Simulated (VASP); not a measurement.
A run of VASP 6.6.1 is set up as follows.

Contents of INCAR:

```
PREC = Accurate ; ENCUT = 520
EDIFF = 1E-6 ; ISMEAR = 0
SIGMA = 0.02 ; LREAL = False
LASPH = True ; NELM = 80
ALGO = Normal ; ISIF = 2
LWAVE = False ; LCHARG = False
GGA = PS ; NBANDS = 14
```

Contents of KPOINTS:

```
Automatic mesh
0
Gamma
  12 12 12
```

POSCAR

```
MgO2
1.0
    1.6025863695      0.9252536718      3.4781941519
   -1.6025863695      0.9252536718      3.4781941519
    0.0000000000     -1.8505073437      3.4781941518
Mg O
1 2
Direct
    0.0000000000      0.0000000000      0.0000000000
    0.4291822502      0.4291822502      0.4291822502
    0.5708177498      0.5708177498      0.5708177498
```

Potentials or basis: VASP PAW PBE potentials, release 64 (Mg, O).

The run is started by

```console
$ cat potpaw_PBE.64/Mg/POTCAR potpaw_PBE.64/O/POTCAR > POTCAR
$ mpirun -np 1 vasp_std > vasp.out
```

Task: Predict the pressure.

Result: -3.7 GPa.

Task: What does it give for the largest force?

Result: 0.198 eV/Å.

Forces in eV/Å, atoms in the order of the input:
```
Mg   0.000  0.000  0.000
O    0.000  0.000 -0.198
O    0.000  0.000  0.198
```

Caveat: the cell stands under tension; the PAW data sets were made with another functional, which shifts forces and pressure a little.
